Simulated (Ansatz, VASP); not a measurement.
One calculation of TaAlP2SO12, two programs

```
Ta Al P S O
1.0
     7.43705   -4.27170    0.00000
     7.43705    4.27170    0.00000
    -4.92638    0.00000    7.34235
Ta Al P S O
2 2 4 2 24
Direct
  0.84934 0.36574 0.07830
  0.36574 0.84934 0.57830
  0.14062 0.64419 0.93335
  0.64419 0.14062 0.43335
  0.52063 0.45355 0.24435
  0.95802 0.76518 0.24490
  0.76518 0.95802 0.74490
  0.45355 0.52063 0.74435
  0.26141 0.02820 0.24709
  0.02820 0.26141 0.74709
  0.35149 0.49336 0.07989
  0.23345 0.86486 0.08609
  0.99415 0.73408 0.07907
  0.73408 0.99415 0.57907
  0.86486 0.23345 0.58609
  0.49336 0.35149 0.57989
  0.63585 0.50199 0.91707
  0.78303 0.13797 0.91690
  0.01023 0.27462 0.91263
  0.27462 0.01023 0.41263
  0.13797 0.78303 0.41690
  0.50199 0.63585 0.41707
  0.28448 0.55791 0.78425
  0.93575 0.78543 0.78196
  0.05724 0.42705 0.77429
  0.42705 0.05724 0.27429
  0.78543 0.93575 0.28196
  0.55791 0.28448 0.28425
  0.70593 0.43043 0.22459
  0.09026 0.20577 0.22539
  0.93742 0.58037 0.21988
  0.58037 0.93742 0.71988
  0.20577 0.09026 0.72539
  0.43043 0.70593 0.72459
```

Alike in both runs: task electric field gradients; functional r2SCAN; k mesh 3 × 3 × 3; occupations fermi-dirac, width 0.02 eV; no spin polarisation.

|  | VASP | Ansatz |
| --- | --- | --- |
| version | VASP 6.6.1 | Ansatz 0.2.0 |
| potentials or method | VASP PAW PBE potentials, release 64 (Ta_pv, Al, P, S, O) | plane-wave PAW, scalar-relativistic |
| plane-wave cutoff (eV) | 580 | 500 |
| valence electrons in the cell | 204 | 208 |

Ansatz gave:

| Property | Result |
| --- | --- |
| gap on the k mesh at the Fermi level (eV) | 3.86 |
| pressure (GPa) | -4.6 |
| traceless stress, the component that is largest in VASP (GPa) | -0.09 |
| rms of the force components (eV/Å) | 0.151 |
| size of Vzz on the site where it differs most (V/Å²) | 178.2 |

Problem. Which values does VASP return?

Solution. gap on the k mesh at the Fermi level (eV): 3.83; pressure (GPa): -5.7; traceless stress, the component that is largest in VASP (GPa): -0.11; rms of the force components (eV/Å): 0.235; size of Vzz on the site where it differs most (V/Å²): 154.6.

VASP's potentials were made for PBE, not for r2SCAN. Atom by atom the forces differ by 0.112 eV/Å (rms over components). The functional is the same, so the differences come from potentials, cutoffs and numerics. VASP's potentials hold 204 valence electrons a cell and Ansatz's 208, so a difference there can come from the potentials and not from the codes.

Spin-orbit coupling is off throughout.
